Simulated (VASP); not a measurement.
Write the native input for VASP 6.6.1 that does the following.

| Item | Value |
| --- | --- |
| Task | single point |
| Functional | LDA |
| Potentials or basis | VASP PAW LDA potentials, release 64 (Ni, Pt) |
| Cutoff | 520 eV |
| k mesh | 11 × 11 × 8 |
| Occupations | fermi-dirac, width 0.1 eV |
| Spin | non-collinear spin, typed start |
| Starting moments | [[0.0, 0.0, 0.4], [0.0, 0.0, -0.2]] μB |
| Dipole correction | no |
| Further INCAR settings | ALGO = Normal; EDIFF = 1e-07; NBANDS = 32 |

The structure of NiPt lies in POSCAR:

```
NiPt
1.0
    2.7099397941      0.0000000000      0.0000000000
    0.0000000000      2.7099397941      0.0000000000
    0.0000000000      0.0000000000      3.5783200000
Ni Pt
1 1
Direct
    0.5000000000      0.5000000000      0.5000000000
    0.0000000000      0.0000000000      0.0000000000
```

These files were run (other wordings do the same):

INCAR

```
SYSTEM = NiPt
  PREC = Accurate
  ENCUT = 520
  EDIFF = 1E-7
  ISMEAR = -1
  SIGMA = 0.1
  LREAL = .False.
  LASPH = .True.
  NELM = 150
  ALGO = Normal
  ISIF = 2
  LWAVE = .False.
  LCHARG = .True.
  LNONCOLLINEAR = .True.
  MAGMOM = 0 0 0.4 0 0 -0.2
  LORBIT = 11
  LMAXMIX = 4
  GGA = CA
  LVHAR = .True.
  NBANDS = 32
```

KPOINTS

```
Automatic mesh
0
Gamma
  11 11 8
  0 0 0
```

Potentials or basis: VASP PAW LDA potentials, release 64 (Ni, Pt).

Run with:

```console
$ cat potpaw_LDA.64/Ni/POTCAR potpaw_LDA.64/Pt/POTCAR > POTCAR
$ mpirun -np 1 vasp_ncl > vasp.out
```

Results of the run:

```json
{"Pressure": "-12.4 GPa", "Band gap on the k mesh": "zero (band 20 reaches 10.72 eV, above the bottom of band 21 at 9.13 eV)", "Net moment": "0.35 μB per cell", "Valence electrons inside the program's atomic spheres": "Ni 9.24; Pt 9.37"}
```

Caveat: spin-orbit coupling is left out, which moves the levels of the heavy elements.

Wall time 2.2 min on 1 thread of AMD EPYC 9R45 96-Core Processor (Zen 5), with other jobs on the host, peak memory 0.28 GiB.
